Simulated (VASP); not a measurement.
# WF in VASP: a series of runs

Runs on WF. Level: PBE. Tasks: single point.

All numbers are computed with VASP 6.6.1; they aren't measurements. Logs are shortened: lines on timing, memory, paths and dates and some standing lists are left out, and cuts for length are marked.

## Step 1: The cell of the first run

The structure is trigonal, space group R3m (No. 160). The conventional cell has a = 2.732 Å, b = 2.732 Å, c = 15.209 Å, α = 90.00°, β = 90.00°, γ = 120.00°. Within 2.5 Å of W (site symmetry 3m) lie 1 F at 1.87 Å. F (site symmetry 3m) has 1 W at 1.87 Å within 2.5 Å.

## Step 2: Single point, PBE

The input, INCAR:

```
ALGO = Normal
EDIFF = 1E-6
ENCUT = 520
GGA = PE
ISIF = 2
ISMEAR = -1
LASPH = True
LCHARG = True
LELF = True
LREAL = False
LVHAR = True
LWAVE = False
NBANDS = 18
NELM = 100
PREC = Accurate
SIGMA = 0.05
```

The input, KPOINTS:

```
k-points
0
Gamma
  11 11 11
```

The input, POSCAR:

```
WF
1.0
    1.3658900000      0.7886000000      5.0696000000
   -1.3658900000      0.7886000000      5.0696000000
    0.0000000000     -1.5771900000      5.0696000000
W F
1 1
Direct
    0.8141200000      0.8141200000      0.8141200000
    0.9371200000      0.9371200000      0.9371200000
```

Potentials or basis: VASP PAW PBE potentials, release 64 (W_sv, F).

Started as:

```
cat potpaw_PBE.64/W_sv/POTCAR potpaw_PBE.64/F/POTCAR > POTCAR
mpirun -np 1 vasp_std > vasp.out
```

OUTCAR:

```text
EDIFF = 1E-6
   ENCUT = 520
   GGA = PE
   ISIF = 2
   ISMEAR = -1
   LASPH = True
   LREAL = False
   NELM = 100
   PREC = Accurate

 ion  position               nearest neighbor table
   1  0.814  0.814  0.814-   2 1.87
   2  0.937  0.937  0.937-   1 1.87

  LATTYP: Found a trigonal (rhomboedric) cell.
 ALAT       =     5.3092739251
 COS(alpha) =     0.8676295086

  Lattice vectors:

 A1 = (   1.3658900000,   0.7886000000,   5.0696000000)
 A2 = (  -1.3658900000,   0.7886000000,   5.0696000000)
 A3 = (   0.0000000000,  -1.5771900000,   5.0696000000)

Analysis of symmetry for initial positions (statically):
=====================================================================
 Subroutine PRICEL returns:
 Original cell was already a primitive cell.

 Routine SETGRP: Setting up the symmetry group for a
 trigonal (rhombohedral) supercell.

 Subroutine GETGRP returns: Found  6 space group operations
 (whereof  6 operations were pure point group operations)
 out of a pool of 12 trial point group operations.

The static configuration has the point symmetry C_3v.

Analysis of symmetry for dynamics (positions and initial velocities):
=====================================================================
 Subroutine PRICEL returns:
 Original cell was already a primitive cell.

 Routine SETGRP: Setting up the symmetry group for a
 trigonal (rhombohedral) supercell.

 Subroutine GETGRP returns: Found  6 space group operations
 (whereof  6 operations were pure point group operations)
 out of a pool of 12 trial point group operations.

The dynamic configuration has the point symmetry C_3v.

 Subroutine INISYM returns: Found  6 space group operations
 (whereof  6 operations are pure point group operations),
 and found     1 'primitive' translations

----------------------------------------------------------------------------------------

                                     Primitive cell

  volume of cell :      32.7639

  direct lattice vectors                    reciprocal lattice vectors
     1.365890000  0.788600000  5.069600000     0.366061689  0.211345893  0.065751268
    -1.365890000  0.788600000  5.069600000    -0.366061689  0.211345893  0.065751268
     0.000000000 -1.577190000  5.069600000     0.000000000 -0.422691786  0.065751685

  length of vectors
     5.309273925  5.309273925  5.309272309     0.427775029  0.427775029  0.427775210

[... 71 lines left out ...]
   PREC   = accura    normal or accurate (medium, high low for compatibility)
   ISTART =      0    job   : 0-new  1-cont  2-samecut
   ICHARG =      2    charge: 1-file 2-atom 10-const
   ISPIN  =      1    spin polarized calculation?
   LNONCOLLINEAR =      F non collinear calculations
   LSORBIT =      F    spin-orbit coupling
   LASPH  =      T    aspherical Exc in radial PAW
   ENCUT  =  520.0 eV  38.22 Ry    6.18 a.u.   9.87  9.87  9.87*2*pi/ulx,y,z
   NELM   =    100;   NELMIN=  2; NELMDL= -5     # of ELM steps
   EDIFF  = 0.1E-05   stopping-criterion for ELM
   LREAL  =      F    real-space projection
   EDIFFG = 0.1E-04   stopping-criterion for IOM
   NSW    =      0    number of steps for IOM
   IBRION =     -1    ionic relax: 0-MD 1-quasi-New 2-CG
   NFREE  =      0    steps in history (QN), initial steepest desc. (CG)
   ISIF   =      2    stress and relaxation
   ISYM   =      2    0-nonsym 1-usesym 2-fastsym
   POTIM  = 0.5000    time-step for ionic-motion
   TEBEG  =    0.0;   TEEND  =   0.0 temperature during run
   PSTRESS=    0.0 pullay stress
   NELECT =      21.0000    total number of electrons
   NUPDOWN=      -1.0000    fix difference up-down
   EMIN   =  10.00;   EMAX   =-10.00  energy-range for DOS
   EFERMI =   0.00;   METHOD = LEGACY
   ISMEAR =    -1;   SIGMA  =   0.05  broadening in eV -4-tet -1-fermi 0-gaus
   EFERMI_NEDOS =   21; number of points for ismear=-14 and -15
   IALGO  =     38    algorithm
   IMIX   =      4    mixing-type and parameters
     AMIX     =   0.40;   BMIX     =  1.00
     AMIX_MAG =   1.60;   BMIX_MAG =  1.00
  volume/ion in A,a.u.               =      16.38       110.55
  Fermi-wavevector in a.u.,A,eV,Ry     =   1.411506  2.667360 27.107556  1.992349
  Thomas-Fermi vector in A             =   2.533350
   LORBIT       =      0    0 simple, 1 ext, 2 COOP (PROOUT), +10 PAW based schemes
   GGA     = PE    functional components
   LHFCALC =     F    Hartree Fock is set to
   AEXX    =    0.0000 exact exchange contribution
   IVDW    =     0    specifies the selected vdW correction
   LEPSILON=     F    determine dielectric tensor
   LRPA    =     F    only Hartree local field effects (RPA)
 non-spin polarized calculation
  energy-cutoff  :      520.00
  volume of cell :       32.76
 maximum number of plane-waves:       893
   NGX = 19   NGY = 19   NGZ = 19

 number of electron      21.0000005 magnetization

 Free energy of the ion-electron system (eV)
  ---------------------------------------------------
  ext. energy  EPLUGINS =         0.00000000
  ---------------------------------------------------
  free energy    TOTEN  =       -15.83998695 eV

  energy without entropy =      -15.82986277  energy(sigma->0) =      -15.83492486

 E-fermi :   4.6005     XC(G=0): -10.6668

 val. band max:        4.5821973946   @ k =   0.2727   0.2727   0.0909
 cond. band min:       4.6101508246   @ k =  -0.4545   0.4545   0.2727
 fundamental gap:      0.0279534300
 Fermi energy:         4.6005129669

 k-point     1 :       0.0000    0.0000    0.0000
  band No.  band energies     occupation
      1     -69.5367      2.00000
      2     -34.2375      2.00000
      3     -32.9223      2.00000
      4     -32.9223      2.00000
      5     -19.5609      2.00000
      6      -2.0654      2.00000
[... 481 lines left out ...]
      5     -19.2274      2.00000
      6      -1.6793      2.00000
[... 10 lines left out ...]
     17      19.6237      0.00000
     18      20.4446      0.00000

 [... further k-points ...]
[... 5 lines left out ...]
  --------------------------------------------------------------------------------------
  -------------------------------------------------------------------------------------
  Total        0.2149861      0.2149859      0.6198850      0.0000000      0.0000004      0.0000000
  in kB       10.5129674     10.5129596     30.3128020      0.0000000      0.0000199      0.0000000
  external PRESSURE =      17.1129097 kB  Pullay stress =       0.0000000 kB

 VOLUME and BASIS-vectors are now :
 -----------------------------------------------------------------------------
  energy-cutoff  :      520.00
  volume of cell :       32.76
      direct lattice vectors                 reciprocal lattice vectors
     1.365890000  0.788600000  5.069600000     0.366061689  0.211345893  0.065751268
    -1.365890000  0.788600000  5.069600000    -0.366061689  0.211345893  0.065751268
     0.000000000 -1.577190000  5.069600000     0.000000000 -0.422691786  0.065751685

 POSITION                                       TOTAL-FORCE (eV/Angst)
 -----------------------------------------------------------------------------------
      0.00000      0.00001     12.38179         0.000000     -0.000000     -0.401285
      0.00000      0.00001     14.25247         0.000000      0.000000      0.401285
 -----------------------------------------------------------------------------------
    total drift:                                0.000000      0.000016      0.000238

  FREE ENERGIE OF THE ION-ELECTRON SYSTEM (eV)
  ---------------------------------------------------
  free  energy   TOTEN  =       -15.8399869532 eV

  energy  without entropy=      -15.8298627666  energy(sigma->0) =      -15.83492486
```

Wall time 2 min (1 thread of Intel Xeon Platinum 8559C (Emerald Rapids), shared host); peak memory 0.3 GiB.

What came out:

```
Free energy   : -15.8400 eV
Pressure      : 1.7 GPa
Largest force : 0.401 eV/Å
```

Forces on the atoms (eV/Å):
```
W    0.000  0.000 -0.401
F    0.000  0.000  0.401
```

Stress tensor (GPa, compression positive):
```
1.05 0.00 0.00
0.00 1.05 0.00
0.00 0.00 3.03
```

Levels at points of the mesh, in eV from the Fermi level:
```
           k point  band 8  band 9  band 10  band 11  band 12  band 13
(0.00, 0.00, 0.00)   -4.02   -4.02    -0.29    -0.17    -0.17     3.67
```

Caveat: spin-orbit coupling is left out, which moves the levels of the heavy elements; an odd number of electrons without spin polarisation forces a metal; a magnetic or distorted state may lie lower.

(Part 1 of 2 ends here.)
